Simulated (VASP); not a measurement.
Write the native input for VASP 6.6.1 that does the following.

```
Task                   : relaxation of cell and atoms
Functional             : PBE
Potentials or basis    : VASP PAW PBE potentials, release 64 (Bi_d, O)
Cutoff                 : 600 eV
k mesh                 : 8 × 8 × 8
Occupations            : gaussian, width 0.1 eV
Spin                   : no spin polarisation
Dipole correction      : no
Further INCAR settings : ALGO = Normal; EDIFF = 1e-06; IBRION = 2; EDIFFG = -0.01; NSW = 100; ISIF = 3
```

The structure of Bi3O lies in POSCAR:

```
Bi3O
1.0
    4.9147253693      0.0000000000      0.0000000000
    0.0000000000      4.9147253693      0.0000000000
    0.0000000000      0.0000000000      4.6028048860
Bi O
3 1
Direct
    0.0000000000      0.0000000000      0.5000000000
    0.5000000000      0.0000000000      0.0000000000
    0.0000000000      0.5000000000      0.0000000000
    0.5000000000      0.5000000000      0.0000000000
```

The cell was generated, and may not be a known phase.

One way to write it, as run:

INCAR

```
PREC = Accurate ; ENCUT = 600
EDIFF = 1E-6 ; ISMEAR = 0
SIGMA = 0.1 ; LREAL = F
LASPH = T ; NELM = 60
ALGO = Normal ; ISIF = 3
LWAVE = F ; LCHARG = F
GGA = PE ; IBRION = 2
NSW = 100 ; EDIFFG = -0.01
```

KPOINTS

```
Automatic mesh
0
Gamma
  8 8 8
```

Potentials or basis: VASP PAW PBE potentials, release 64 (Bi_d, O).

Run with:

```console
$ cat potpaw_PBE.64/Bi_d/POTCAR potpaw_PBE.64/O/POTCAR > POTCAR
$ mpirun -np 1 vasp_std > vasp.out
```

Results of the run:

- Relaxed volume: 27.75 Å³/atom
- Relaxed cell: a = 4.912 Å, b = 4.912 Å, c = 4.600 Å, α = 90.00°, β = 90.00°, γ = 90.00°
- Space group after relaxing (to 0.1 Å): P4/mmm (No. 123)
- Energy gained by relaxing: 0.0 meV/atom
- Ionic steps: 2
- Pressure after relaxing: 0.0 GPa
- Band gap on the k mesh: zero (an odd number of electrons rules out a gap without spin polarisation)

Caveat: spin-orbit coupling is left out, which moves the levels of the heavy elements; an odd number of electrons without spin polarisation forces a metal; a magnetic or distorted state may lie lower.

Wall time 2.4 min on 1 thread of Intel(R) Xeon(R) 6975P-C (Granite Rapids) (shared host), peak memory 0.41 GiB.
